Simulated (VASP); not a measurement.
# GaCo (Amm2) in VASP: single point with PBEsol

Aim: the single point of GaCo with PBEsol.

Everything below comes from runs of VASP 6.6.1. Logs are shortened: lines on timing, memory, paths and dates and some standing lists are left out, and cuts for length are marked.

**1. The cell of the first run**

The structure is orthorhombic, space group Amm2 (No. 38). The conventional cell has a = 2.883 Å, b = 4.077 Å, c = 4.077 Å, α = 90.00°, β = 90.00°, γ = 90.00°. Within 3.2 Å of Ga (site symmetry mm2) lie 8 Co at 2.42 to 2.58 Å and 6 Ga at 2.88 Å. Co (site symmetry mm2) has 8 Ga at 2.42 to 2.58 Å and 6 Co at 2.88 Å within 3.2 Å.

**2. Single point, PBEsol (atom 2 (Co) moved by (-0.100, +0.000) A along [1 1 0] and z)**

Input file INCAR:

```
SYSTEM = GaCo
ALGO = Fast
EDIFF = 1E-6
ENCUT = 520
GGA = PS
ISIF = 2
ISMEAR = 0
LASPH = .TRUE.
LCHARG = .FALSE.
LREAL = .FALSE.
LWAVE = .FALSE.
NBANDS = 18
NELM = 100
PREC = Accurate
SIGMA = 0.15
```

Input file KPOINTS:

```
k-points
0
G
  16 16 16
  0 0 0
```

Input file POSCAR:

```
GaCo
1.0
    2.8831000000      0.0000000000      0.0000000000
    0.0000000000      2.8831000000      0.0000000000
    0.0000000000      0.0000000000      2.8831000000
Ga Co
1 1
Direct
    0.5000000000      0.5000000000      0.5000000000
   -0.0245259194     -0.0245259194      0.0000000000
```

Potentials or basis: VASP PAW PBE potentials, release 64 (Ga_d, Co).

Launch:

```sh
> cat potpaw_PBE.64/Ga_d/POTCAR potpaw_PBE.64/Co/POTCAR > POTCAR
> mpirun -np 1 vasp_std > vasp.out
```

OUTCAR:

```text
SYSTEM = GaCo
   EDIFF = 1E-6
   ENCUT = 520
   GGA = PS
   ISIF = 2
   ISMEAR = 0
   LASPH = .TRUE.
   LREAL = .FALSE.
   NELM = 100
   PREC = Accurate

 ion  position               nearest neighbor table
   1  0.500  0.500  0.500-   2 2.42   2 2.42   2 2.50   2 2.50   2 2.50   2 2.50   2 2.58   2 2.58

   2  0.975  0.975  0.000-   1 2.42   1 2.42   1 2.50   1 2.50   1 2.50   1 2.50   1 2.58   1 2.58

  LATTYP: Found a simple cubic cell.
 ALAT       =     2.8831000000

  Lattice vectors:

 A1 = (   2.8831000000,   0.0000000000,   0.0000000000)
 A2 = (   0.0000000000,   2.8831000000,   0.0000000000)
 A3 = (   0.0000000000,   0.0000000000,   2.8831000000)

Analysis of symmetry for initial positions (statically):
=====================================================================
 Subroutine PRICEL returns:
 Original cell was already a primitive cell.

 Routine SETGRP: Setting up the symmetry group for a
 simple cubic supercell.

 Subroutine GETGRP returns: Found  4 space group operations
 (whereof  4 operations were pure point group operations)
 out of a pool of 48 trial point group operations.

The static configuration has the point symmetry C_2v.

Analysis of symmetry for dynamics (positions and initial velocities):
=====================================================================
 Subroutine PRICEL returns:
 Original cell was already a primitive cell.

 Routine SETGRP: Setting up the symmetry group for a
 simple cubic supercell.

 Subroutine GETGRP returns: Found  4 space group operations
 (whereof  4 operations were pure point group operations)
 out of a pool of 48 trial point group operations.

The dynamic configuration has the point symmetry C_2v.

 Subroutine INISYM returns: Found  4 space group operations
 (whereof  4 operations are pure point group operations),
 and found     1 'primitive' translations

----------------------------------------------------------------------------------------

                                     Primitive cell

  volume of cell :      23.9651

  direct lattice vectors                    reciprocal lattice vectors
     2.883100000  0.000000000  0.000000000     0.346848878  0.000000000  0.000000000
     0.000000000  2.883100000  0.000000000     0.000000000  0.346848878  0.000000000
     0.000000000  0.000000000  2.883100000     0.000000000  0.000000000  0.346848878

  length of vectors
     2.883100000  2.883100000  2.883100000     0.346848878  0.346848878  0.346848878

  position of ions in fractional coordinates (direct lattice)
     0.500000000  0.500000000  0.500000000
     0.975474081  0.975474081  0.000000000

  ion indices of the primitive-cell ions
   primitive index   ion index
                 1           1
                 2           2

----------------------------------------------------------------------------------------

 KPOINTS: k-points

Automatic generation of k-mesh.
 Grid dimensions read from file:
 generate k-points for:   16   16   16

 Generating k-lattice:

  Cartesian coordinates                     Fractional coordinates (reciprocal lattice)
     0.021678055  0.000000000  0.000000000     0.062500000  0.000000000  0.000000000
     0.000000000  0.021678055  0.000000000     0.000000000  0.062500000  0.000000000
     0.000000000  0.000000000  0.021678055     0.000000000  0.000000000  0.062500000

  Length of vectors
     0.021678055  0.021678055  0.021678055

  Shift w.r.t. Gamma in fractional coordinates (k-lattice)
     0.000000000  0.000000000  0.000000000

 Subroutine IBZKPT returns following result:
 ===========================================

 Found    657 irreducible k-points:

 Following reciprocal coordinates:
            Coordinates               Weight
  0.000000  0.000000  0.000000      1.000000
  0.062500  0.000000  0.000000      4.000000
  0.000000  0.000000  0.062500      2.000000
  0.125000  0.000000  0.000000      4.000000
  0.000000  0.000000  0.125000      2.000000
  0.187500  0.000000  0.000000      4.000000
[... 16 lines left out ...]
  0.062500  0.000000  0.125000      8.000000
 -0.062500  0.125000  0.000000      4.000000
 [... further k-points ...]
   k-points           NKPTS =    657   k-points in BZ     NKDIM =    657   number of bands    NBANDS=     18
   number of dos      NEDOS =    301   number of ions     NIONS =      2
   total plane-waves  NPLWV =  13824
   dimension x,y,z NGX =    24 NGY =   24 NGZ =   24
   dimension x,y,z NGXF=    48 NGYF=   48 NGZF=   48
   ions per type =               1   1
   NGX,Y,Z   is equivalent  to a cutoff of  13.84, 13.84, 13.84 a.u.
   NGXF,Y,Z  is equivalent  to a cutoff of  27.68, 27.68, 27.68 a.u.
 SYSTEM =  GaCo
   PREC   = accura    normal or accurate (medium, high low for compatibility)
   ISTART =      0    job   : 0-new  1-cont  2-samecut
   ICHARG =      2    charge: 1-file 2-atom 10-const
   ISPIN  =      1    spin polarized calculation?
   LNONCOLLINEAR =      F non collinear calculations
   LSORBIT =      F    spin-orbit coupling
   LASPH  =      T    aspherical Exc in radial PAW
   ENCUT  =  520.0 eV  38.22 Ry    6.18 a.u.   5.36  5.36  5.36*2*pi/ulx,y,z
   NELM   =    100;   NELMIN=  2; NELMDL= -5     # of ELM steps
   EDIFF  = 0.1E-05   stopping-criterion for ELM
   LREAL  =      F    real-space projection
   EDIFFG = 0.1E-04   stopping-criterion for IOM
   NSW    =      0    number of steps for IOM
   IBRION =     -1    ionic relax: 0-MD 1-quasi-New 2-CG
   NFREE  =      0    steps in history (QN), initial steepest desc. (CG)
   ISIF   =      2    stress and relaxation
   ISYM   =      2    0-nonsym 1-usesym 2-fastsym
   POTIM  = 0.5000    time-step for ionic-motion
   TEBEG  =    0.0;   TEEND  =   0.0 temperature during run
   PSTRESS=    0.0 pullay stress
   NELECT =      22.0000    total number of electrons
   NUPDOWN=      -1.0000    fix difference up-down
   EMIN   =  10.00;   EMAX   =-10.00  energy-range for DOS
   EFERMI =   0.00;   METHOD = LEGACY
   ISMEAR =     0;   SIGMA  =   0.15  broadening in eV -4-tet -1-fermi 0-gaus
   EFERMI_NEDOS =   21; number of points for ismear=-14 and -15
   IALGO  =     68    algorithm
   IMIX   =      4    mixing-type and parameters
     AMIX     =   0.40;   BMIX     =  1.00
     AMIX_MAG =   1.60;   BMIX_MAG =  1.00
  volume/ion in A,a.u.               =      11.98        80.86
  Fermi-wavevector in a.u.,A,eV,Ry     =   1.591070  3.006687 34.443210  2.531504
  Thomas-Fermi vector in A             =   2.689667
   LORBIT       =      0    0 simple, 1 ext, 2 COOP (PROOUT), +10 PAW based schemes
   GGA     = PS    functional components
   LHFCALC =     F    Hartree Fock is set to
   AEXX    =    0.0000 exact exchange contribution
   IVDW    =     0    specifies the selected vdW correction
   LEPSILON=     F    determine dielectric tensor
   LRPA    =     F    only Hartree local field effects (RPA)
 non-spin polarized calculation
 RMM-DIIS sequential band-by-band and
 Gauss-broadening in eV      SIGMA  =   0.15
  energy-cutoff  :      520.00
  volume of cell :       23.97
 maximum number of plane-waves:       662
 NGX is ok and might be reduce to    24
   NGX = 11   NGY = 11   NGZ = 11

 number of electron      22.0000019 magnetization

 Free energy of the ion-electron system (eV)
  ---------------------------------------------------
  ext. energy  EPLUGINS =         0.00000000
  ---------------------------------------------------
  free energy    TOTEN  =       -11.72487201 eV

  energy without entropy =      -11.71011906  energy(sigma->0) =      -11.71749554

 E-fermi :   9.5224     XC(G=0): -13.3150

 val. band max:        9.5162150918   @ k =   0.0000   0.5000   0.3125
 cond. band min:       9.5241131348   @ k =  -0.4375   0.1250   0.4375
 fundamental gap:      0.0078980430
 Fermi energy:         9.5223953139

 k-point     1 :       0.0000    0.0000    0.0000
  band No.  band energies     occupation
      1      -5.5469      2.00000
      2      -5.5469      2.00000
      3      -5.2059      2.00000
      4      -5.2021      2.00000
      5      -5.1999      2.00000
      6      -2.5130      2.00000
[... 10 lines left out ...]
     17      21.8701      0.00000
     18      32.3552      0.00000

 k-point     2 :       0.0625    0.0000    0.0000
  band No.  band energies     occupation
      1      -5.5448      2.00000
      2      -5.5365      2.00000
      3      -5.2081      2.00000
      4      -5.2059      2.00000
      5      -5.2006      2.00000
      6      -2.4395      2.00000
[... 10 lines left out ...]
     17      22.2575      0.00000
     18      31.7671      0.00000

 k-point     3 :       0.0000    0.0000    0.0625
  band No.  band energies     occupation
      1      -5.5449      2.00000
      2      -5.5364      2.00000
      3      -5.2097      2.00000
      4      -5.2037      2.00000
      5      -5.2013      2.00000
      6      -2.4394      2.00000
[... 10 lines left out ...]
     17      22.2761      0.00000
     18      31.8989      0.00000

 k-point     4 :       0.1250    0.0000    0.0000
  band No.  band energies     occupation
      1      -5.5390      2.00000
      2      -5.5073      2.00000
      3      -5.2179      2.00000
      4      -5.2168      2.00000
      5      -5.1992      2.00000
      6      -2.2187      2.00000
[... 10 lines left out ...]
     17      23.7345      0.00000
     18      30.6228      0.00000

 k-point     5 :       0.0000    0.0000    0.1250
  band No.  band energies     occupation
      1      -5.5391      2.00000
      2      -5.5071      2.00000
      3      -5.2204      2.00000
      4      -5.2146      2.00000
      5      -5.1990      2.00000
      6      -2.2186      2.00000
[... 10 lines left out ...]
     17      23.7673      0.00000
     18      30.3785      0.00000

 k-point     6 :       0.1875    0.0000    0.0000
  band No.  band energies     occupation
      1      -5.5302      2.00000
      2      -5.4647      2.00000
      3      -5.2337      2.00000
      4      -5.2329      2.00000
      5      -5.1959      2.00000
      6      -1.8507      2.00000
[... 10 lines left out ...]
     17      25.8715      0.00000
     18      29.0170      0.00000

 k-point     7 :       0.0000    0.0000    0.1875
  band No.  band energies     occupation
      1      -5.5305      2.00000
      2      -5.4643      2.00000
      3      -5.2363      2.00000
      4      -5.2310      2.00000
      5      -5.1956      2.00000
      6      -1.8505      2.00000
[... 10 lines left out ...]
     17      25.9077      0.00000
     18      29.0465      0.00000

 k-point     8 :       0.2500    0.0000    0.0000
  band No.  band energies     occupation
      1      -5.5199      2.00000
      2      -5.4161      2.00000
      3      -5.2525      2.00000
      4      -5.2520      2.00000
      5      -5.1918      2.00000
      6      -1.3373      2.00000
[... 10 lines left out ...]
     17      27.3195      0.00000
     18      27.5441      0.00000
[... 229 lines left out ...]
     17      22.5351      0.00000
     18      30.6619      0.00000

 k-point    20 :      -0.0625    0.0625    0.0000
  band No.  band energies     occupation
      1      -5.5387      2.00000
      2      -5.5302      2.00000
      3      -5.2101      2.00000
      4      -5.2101      2.00000
      5      -5.2017      2.00000
      6      -2.3660      2.00000
[... 10 lines left out ...]
     17      22.5270      0.00000
     18      30.6490      0.00000

 k-point    21 :       0.1250    0.0625    0.0000
  band No.  band energies     occupation
      1      -5.5314      2.00000
      2      -5.5022      2.00000
      3      -5.2216      2.00000
      4      -5.2168      2.00000
      5      -5.2036      2.00000
      6      -2.1455      2.00000
[... 10 lines left out ...]
     17      23.8149      0.00000
     18      29.0216      0.00000

 k-point    22 :       0.0000    0.1250    0.0625
  band No.  band energies     occupation
      1      -5.5314      2.00000
      2      -5.5023      2.00000
      3      -5.2228      2.00000
      4      -5.2165      2.00000
      5      -5.2029      2.00000
      6      -2.1455      2.00000
[... 10 lines left out ...]
     17      23.8291      0.00000
     18      28.9881      0.00000

 k-point    23 :       0.0625    0.0000    0.1250
  band No.  band energies     occupation
      1      -5.5315      2.00000
      2      -5.5020      2.00000
      3      -5.2236      2.00000
      4      -5.2159      2.00000
      5      -5.2027      2.00000
      6      -2.1454      2.00000
[... 10 lines left out ...]
     17      23.8593      0.00000
     18      28.9885      0.00000

 k-point    24 :      -0.0625    0.1250    0.0000
  band No.  band energies     occupation
      1      -5.5314      2.00000
      2      -5.5023      2.00000
      3      -5.2217      2.00000
      4      -5.2186      2.00000
      5      -5.2019      2.00000
      6      -2.1455      2.00000
[... 10 lines left out ...]
     17      23.8355      0.00000
     18      28.9692      0.00000

 [... further k-points ...]
[... 5 lines left out ...]
  --------------------------------------------------------------------------------------
  -------------------------------------------------------------------------------------
  Total       -1.0786839     -1.0786839     -1.0292115      0.1305711      0.0000000      0.0000000
  in kB      -72.1150076    -72.1150076    -68.8075475      8.7292824      0.0000000      0.0000000
  external PRESSURE =     -71.0125209 kB  Pullay stress =       0.0000000 kB

 VOLUME and BASIS-vectors are now :
 -----------------------------------------------------------------------------
  energy-cutoff  :      520.00
  volume of cell :       23.97
      direct lattice vectors                 reciprocal lattice vectors
     2.883100000  0.000000000  0.000000000     0.346848878  0.000000000  0.000000000
     0.000000000  2.883100000  0.000000000     0.000000000  0.346848878  0.000000000
     0.000000000  0.000000000  2.883100000     0.000000000  0.000000000  0.346848878

 POSITION                                       TOTAL-FORCE (eV/Angst)
 -----------------------------------------------------------------------------------
      1.44155      1.44155      1.44155        -0.410046     -0.410046      0.000000
      2.81239      2.81239      0.00000         0.410046      0.410046      0.000000
 -----------------------------------------------------------------------------------
    total drift:                                0.000405      0.000405     -0.000005

  FREE ENERGIE OF THE ION-ELECTRON SYSTEM (eV)
  ---------------------------------------------------
  free  energy   TOTEN  =       -11.7248720129 eV

  energy  without entropy=      -11.7101190573  energy(sigma->0) =      -11.71749554
```

It took 5 min on 1 thread of AMD EPYC 7R13 (Zen 3), shared host; peak memory 0.36 GiB.

What came out:

| Item | Value |
| --- | --- |
| Free energy | -11.7249 eV |
| Pressure | -7.1 GPa |
| Largest force | 0.580 eV/Å |
| Band gap on the k mesh | zero (bands 11 and 12 overlap by 1.52 eV) |

Forces on the atoms (eV/Å):
```
Ga  -0.410 -0.410  0.000
Co   0.410  0.410  0.000
```

Caveat: the cell differs from its parent crystal (atom 2 (Co) moved by (-0.100, +0.000) A along [1 1 0] and z); the cell stands under tension; the PAW data sets were made with another functional, which shifts forces and pressure a little; the run has no spin polarisation, though such a crystal can be magnetic.
